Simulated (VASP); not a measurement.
# MgO2 (R-3m) in VASP: notebook, part 2 of 2

VASP 6.6.1.

## (3) Single point, r2SCAN

This run uses another cell than the first one, of 9.96 Å³/atom, 0.959 times its volume.

POSCAR

```
MgO2
1.0
    1.5784800837      0.9113359012      3.4619470643
   -1.5784800837      0.9113359012      3.4619470643
    0.0000000000     -1.8226718024      3.4619470643
Mg O
1 2
Direct
    0.0000000000      0.0000000000      0.0000000000
    0.4291204725      0.4291204725      0.4291204725
    0.5708795275      0.5708795275      0.5708795275
```

INCAR.step1

```
SYSTEM = MgO2
PREC = Accurate
ENCUT = 520
ISMEAR = 0
SIGMA = 0.02
LREAL = .FALSE.
LASPH = .TRUE.
NELM = 60
NBANDS = 14
GGA = PE
ALGO = Normal
EDIFF = 1E-4
LWAVE = .TRUE.
LCHARG = .FALSE.
```

INCAR.step2

```
SYSTEM = MgO2
PREC = Accurate
ENCUT = 520
EDIFF = 1E-7
ISMEAR = 0
SIGMA = 0.02
LREAL = .FALSE.
LASPH = .TRUE.
NELM = 60
ALGO = Normal
ISIF = 2
LWAVE = .FALSE.
LCHARG = .FALSE.
METAGGA = R2SCAN
LMIXTAU = .TRUE.
NBANDS = 14
ISTART = 1
```

KPOINTS

```
Automatic mesh
0
G
  12 12 12
  0 0 0
```

Potentials or basis: VASP PAW PBE potentials, release 64 (Mg, O).

Started as:

```
$ cat potpaw_PBE.64/Mg/POTCAR potpaw_PBE.64/O/POTCAR > POTCAR
$ cp INCAR.step1 INCAR
$ mpirun -np 1 vasp_std > vasp.out
$ cp INCAR.step2 INCAR
$ mpirun -np 1 vasp_std > vasp.out
```

OUTCAR:

```text
SYSTEM = MgO2
   PREC = Accurate
   ENCUT = 520
   EDIFF = 1E-7
   ISMEAR = 0
   LREAL = .FALSE.
   LASPH = .TRUE.
   NELM = 60
   ISIF = 2
   METAGGA = R2SCAN
   ISTART = 1

 ion  position               nearest neighbor table
   1  0.000  0.000  0.000-   3 2.08   2 2.08   3 2.08   3 2.08   2 2.08   2 2.08
   2  0.429  0.429  0.429-   3 1.47   1 2.08   1 2.08   1 2.08
   3  0.571  0.571  0.571-   2 1.47   1 2.08   1 2.08   1 2.08

  LATTYP: Found a trigonal (rhomboedric) cell.
 ALAT       =     3.9124429677
 COS(alpha) =     0.6744541457

  Lattice vectors:

 A1 = (   1.5784800837,   0.9113359012,   3.4619470643)
 A2 = (  -1.5784800837,   0.9113359012,   3.4619470643)
 A3 = (   0.0000000000,  -1.8226718024,   3.4619470643)

Analysis of symmetry for initial positions (statically):
=====================================================================
 Subroutine PRICEL returns:
 Original cell was already a primitive cell.

 Routine SETGRP: Setting up the symmetry group for a
 trigonal (rhombohedral) supercell.

 Subroutine GETGRP returns: Found 12 space group operations
 (whereof 12 operations were pure point group operations)
 out of a pool of 12 trial point group operations.

The static configuration has the point symmetry D_3d.

Analysis of symmetry for dynamics (positions and initial velocities):
=====================================================================
 Subroutine PRICEL returns:
 Original cell was already a primitive cell.

 Routine SETGRP: Setting up the symmetry group for a
 trigonal (rhombohedral) supercell.

 Subroutine GETGRP returns: Found 12 space group operations
 (whereof 12 operations were pure point group operations)
 out of a pool of 12 trial point group operations.

The dynamic configuration has the point symmetry D_3d.

 Subroutine INISYM returns: Found 12 space group operations
 (whereof 12 operations are pure point group operations),
 and found     1 'primitive' translations

----------------------------------------------------------------------------------------

                                     Primitive cell

  volume of cell :      29.8806

  direct lattice vectors                    reciprocal lattice vectors
     1.578480084  0.911335901  3.461947064     0.316760411  0.182881709  0.096284931
    -1.578480084  0.911335901  3.461947064    -0.316760411  0.182881709  0.096284931
     0.000000000 -1.822671802  3.461947064     0.000000000 -0.365763417  0.096284931

  length of vectors
     3.912442968  3.912442968  3.912442968     0.378224358  0.378224358  0.378224358

  position of ions in fractional coordinates (direct lattice)
     0.000000000  0.000000000  0.000000000
     0.429120473  0.429120473  0.429120473
     0.570879527  0.570879527  0.570879527

  ion indices of the primitive-cell ions
   primitive index   ion index
                 1           1
                 2           2
                 3           3

----------------------------------------------------------------------------------------

 KPOINTS: Automatic mesh

Automatic generation of k-mesh.
 Grid dimensions read from file:
 generate k-points for:   12   12   12

 Generating k-lattice:

[... 22 lines left out ...]
  0.333333 -0.000000  0.000000      6.000000
  0.416667  0.000000 -0.000000      6.000000
[... 16 lines left out ...]
  0.500000  0.166667 -0.000000     12.000000
 -0.416667  0.166667  0.000000     12.000000
 [... further k-points ...]
   k-points           NKPTS =    189   k-points in BZ     NKDIM =    189   number of bands    NBANDS=     14
   number of dos      NEDOS =    301   number of ions     NIONS =      3
   total plane-waves  NPLWV =  27000
   dimension x,y,z NGX =    30 NGY =   30 NGZ =   30
   dimension x,y,z NGXF=    60 NGYF=   60 NGZF=   60
   ions per type =               1   2
   NGX,Y,Z   is equivalent  to a cutoff of  12.75, 12.75, 12.75 a.u.
   NGXF,Y,Z  is equivalent  to a cutoff of  25.49, 25.49, 25.49 a.u.
 SYSTEM =  MgO2
   PREC   = accura    normal or accurate (medium, high low for compatibility)
   ISTART =      1    job   : 0-new  1-cont  2-samecut
   ICHARG =      0    charge: 1-file 2-atom 10-const
   ISPIN  =      1    spin polarized calculation?
   LNONCOLLINEAR =      F non collinear calculations
   LSORBIT =      F    spin-orbit coupling
   LASPH  =      T    aspherical Exc in radial PAW
   ENCUT  =  520.0 eV  38.22 Ry    6.18 a.u.   7.27  7.27  7.27*2*pi/ulx,y,z
   NELM   =     60;   NELMIN=  2; NELMDL=  0     # of ELM steps
   EDIFF  = 0.1E-06   stopping-criterion for ELM
   LREAL  =      F    real-space projection
   EDIFFG = 0.1E-05   stopping-criterion for IOM
   NSW    =      0    number of steps for IOM
   IBRION =     -1    ionic relax: 0-MD 1-quasi-New 2-CG
   NFREE  =      0    steps in history (QN), initial steepest desc. (CG)
   ISIF   =      2    stress and relaxation
   ISYM   =      2    0-nonsym 1-usesym 2-fastsym
   POTIM  = 0.5000    time-step for ionic-motion
   TEBEG  =    0.0;   TEEND  =   0.0 temperature during run
   PSTRESS=    0.0 pullay stress
   NELECT =      14.0000    total number of electrons
   NUPDOWN=      -1.0000    fix difference up-down
   EMIN   =  10.00;   EMAX   =-10.00  energy-range for DOS
   EFERMI =   0.00;   METHOD = LEGACY
   ISMEAR =     0;   SIGMA  =   0.02  broadening in eV -4-tet -1-fermi 0-gaus
   EFERMI_NEDOS =   21; number of points for ismear=-14 and -15
   IALGO  =     38    algorithm
   IMIX   =      4    mixing-type and parameters
     AMIX     =   0.40;   BMIX     =  1.00
     AMIX_MAG =   1.60;   BMIX_MAG =  1.00
  volume/ion in A,a.u.               =       9.96        67.21
  Fermi-wavevector in a.u.,A,eV,Ry     =   1.271514  2.402813 21.997184  1.616747
  Thomas-Fermi vector in A             =   2.404443
   LORBIT       =      0    0 simple, 1 ext, 2 COOP (PROOUT), +10 PAW based schemes
   METAGGA = R2SCAN    functional components
   LHFCALC =     F    Hartree Fock is set to
   AEXX    =    0.0000 exact exchange contribution
   IVDW    =     0    specifies the selected vdW correction
   LEPSILON=     F    determine dielectric tensor
   LRPA    =     F    only Hartree local field effects (RPA)
 non-spin polarized calculation
 Gauss-broadening in eV      SIGMA  =   0.02
  energy-cutoff  :      520.00
  volume of cell :       29.88
 maximum number of plane-waves:       818
 NGX is ok and might be reduce to    30
   NGX = 15   NGY = 15   NGZ = 15

 number of electron      14.0000002 magnetization

 Free energy of the ion-electron system (eV)
  ---------------------------------------------------
  ext. energy  EPLUGINS =         0.00000000
  ---------------------------------------------------
  free energy    TOTEN  =       -21.57334305 eV

  energy without entropy =      -21.57334305  energy(sigma->0) =      -21.57334305

 E-fermi :   2.7885     XC(G=0): -10.9660

 val. band max:        2.5978619317   @ k =   0.5000   0.5000   0.5000
 cond. band min:       5.7255048005   @ k =   0.5000   0.5000   0.5000
 fundamental gap:      3.1276428689
 Fermi energy:         2.7885032877

 k-point     1 :       0.0000    0.0000    0.0000
  band No.  band energies     occupation
      1     -20.0640      2.00000
      2     -12.8684      2.00000
      3      -5.2690      2.00000
      4      -0.9840      2.00000
      5      -0.9840      2.00000
      6       1.7339      2.00000
      7       1.7339      2.00000
      8       8.0997      0.00000
      9       8.4174      0.00000
     10      16.0416      0.00000
     11      18.0168      0.00000
     12      18.6349      0.00000
     13      18.6349      0.00000
     14      20.8431      0.00000
[... 377 lines left out ...]
      1     -19.4903      2.00000
      2     -13.2281      2.00000
      3      -4.2636      2.00000
      4      -3.3913      2.00000
      5      -1.7692      2.00000
      6       1.0781      2.00000
      7       1.3580      2.00000
      8       7.6543      0.00000
      9      12.9593      0.00000
     10      14.1228      0.00000
     11      16.6220      0.00000
     12      18.3300      0.00000
     13      18.6463      0.00000
     14      21.4477      0.00000

 [... further k-points ...]
[... 5 lines left out ...]
  --------------------------------------------------------------------------------------
  -------------------------------------------------------------------------------------
  Total       -0.2077234     -0.2077234      0.2511428      0.0000000      0.0000000      0.0000000
  in kB      -11.1379864    -11.1379864     13.4661088      0.0000000      0.0000000      0.0000000
  external PRESSURE =      -2.9366213 kB  Pullay stress =       0.0000000 kB

 VOLUME and BASIS-vectors are now :
 -----------------------------------------------------------------------------
  energy-cutoff  :      520.00
  volume of cell :       29.88
      direct lattice vectors                 reciprocal lattice vectors
     1.578480084  0.911335901  3.461947064     0.316760411  0.182881709  0.096284931
    -1.578480084  0.911335901  3.461947064    -0.316760411  0.182881709  0.096284931
     0.000000000 -1.822671802  3.461947064     0.000000000 -0.365763417  0.096284931

 POSITION                                       TOTAL-FORCE (eV/Angst)
 -----------------------------------------------------------------------------------
      0.00000      0.00000      0.00000         0.000000     -0.000000      0.000000
      0.00000      0.00000      4.45678         0.000000      0.000000     -0.293495
      0.00000      0.00000      5.92906         0.000000     -0.000000      0.293495
 -----------------------------------------------------------------------------------
    total drift:                                0.000000      0.000000      0.000000

  FREE ENERGIE OF THE ION-ELECTRON SYSTEM (eV)
  ---------------------------------------------------
  free  energy   TOTEN  =       -21.5733430508 eV

  energy  without entropy=      -21.5733430508  energy(sigma->0) =      -21.57334305
```

Wall time 3.4 min (1 thread of Intel Xeon Platinum 8559C (Emerald Rapids), shared host); peak memory 0.22 GiB.

What came out:

```yaml
Free_energy: -21.5733 eV
Pressure: -0.3 GPa
Largest_force: 0.293 eV/Å
Band_gap_on_the_k_mesh: 3.13 eV, direct
```

Forces on the atoms (eV/Å):
```
Mg   0.000  0.000  0.000
O    0.000  0.000 -0.293
O    0.000  0.000  0.293
```

Stress tensor (GPa, compression positive):
```
-1.11  0.00  0.00
 0.00 -1.11  0.00
 0.00  0.00  1.35
```

Caveat: the PAW data sets were made with another functional, which shifts forces and pressure a little. A k mesh can miss the band edges.

## (4) Single point, r2SCAN

POSCAR

```
MgO2
1.0
    1.6047610160      0.9265092046      3.4939788749
   -1.6047610160      0.9265092046      3.4939788749
    0.0000000000     -1.8530184092      3.4939788749
Mg O
1 2
Direct
    0.0000000000      0.0000000000      0.0000000000
    0.4287860000      0.4287860000      0.4287860000
    0.5712140000      0.5712140000      0.5712140000
```

INCAR.step1

```
PREC = Accurate ; ENCUT = 660
ISMEAR = 0 ; SIGMA = 0.1
LREAL = False ; LASPH = True
NELM = 120 ; NBANDS = 18
GGA = PE ; ALGO = Normal
EDIFF = 1E-5 ; LWAVE = True
LCHARG = False ; GGA_COMPAT = False
```

INCAR.step2

```
PREC = Accurate ; ENCUT = 660
EDIFF = 1E-6 ; ISMEAR = 0
SIGMA = 0.1 ; LREAL = False
LASPH = True ; NELM = 120
ALGO = Normal ; ISIF = 2
LWAVE = False ; LCHARG = False
METAGGA = R2SCAN ; LMIXTAU = True
NBANDS = 18 ; ISTART = 1
GGA_COMPAT = False
```

KPOINTS

```
Automatic mesh
0
Gamma
  6 6 6
```

Potentials or basis: VASP PAW PBE potentials, release 64 (Mg_sv, O).

Started as:

```
$ cat potpaw_PBE.64/Mg_sv/POTCAR potpaw_PBE.64/O/POTCAR > POTCAR
$ cp INCAR.step1 INCAR
$ mpirun -np 1 vasp_std > vasp.out
$ cp INCAR.step2 INCAR
$ mpirun -np 1 vasp_std > vasp.out
```

Wall time 2 min (1 thread of Intel Xeon Platinum 8488C (Sapphire Rapids), shared host); peak memory 0.21 GiB.

Results (log left out):

- Free energy: -21.5809 eV
- Pressure: -5.3 GPa
- Largest force: 0.027 eV/Å
- Band gap on the k mesh: 2.93 eV, direct

Forces in eV/Å, atoms in the order of the input:
```
Mg   0.000  0.000  0.000
O    0.000  0.000  0.027
O    0.000  0.000 -0.027
```

Stress tensor (GPa, compression positive):
```
-5.30  0.00  0.00
 0.00 -5.30  0.00
 0.00  0.00 -5.44
```

Levels at points of the mesh, in eV from the valence-band top:
| k point | band 9 | band 10 | band 11 | band 12 | band 13 | band 14 |
| --- | --- | --- | --- | --- | --- | --- |
| (0.00, 0.00, 0.00) | -3.42 | -0.82 | -0.82 | 5.32 | 5.58 | 13.17 |
| (0.50, 0.00, 0.00) | -3.75 | -1.26 | -1.11 | 4.87 | 9.44 | 11.24 |
| (0.50, 0.50, 0.00) | -4.43 | -2.11 | -0.14 | 4.19 | 8.67 | 11.91 |
| (0.50, 0.50, 0.50) | -3.95 | 0.00 | 0.00 | 2.93 | 5.72 | 10.50 |

Caveat: the PAW data sets were made with another functional, which shifts forces and pressure a little.

## (5) Overview

| potentials or basis | cell | k mesh | cutoff (eV) | smearing | second run | gap on the mesh (eV) | pressure (GPa) | largest force (eV/Å) |
| --- | --- | --- | --- | --- | --- | --- | --- | --- |
| VASP PAW PBE potentials, release 64 (Mg, O) | a = 3.955 Å, angles 47.9°, 3 atoms | 6 × 6 × 6 | 520 | gaussian 0.1 eV | - | 2.92 | -5.8 | 0.05 |
| VASP PAW PBE potentials, release 64 (Mg, O) | a = 3.912 Å, angles 47.6°, 3 atoms | 12 × 12 × 12 | 520 | gaussian 0.02 eV | - | 3.13 | -0.3 | 0.29 |
| VASP PAW PBE potentials, release 64 (Mg_sv, O) | a = 3.955 Å, angles 47.9°, 3 atoms | 6 × 6 × 6 | 660 | gaussian 0.1 eV | valence_matched | 2.93 | -5.3 | 0.03 |

Alike in all rows: task single point; level r2SCAN; no spin polarisation.

Caveats: the PAW data sets were made with another functional, which shifts forces and pressure a little.

Total energies depend on the potentials used, so only differences within one code and one set of settings carry meaning.
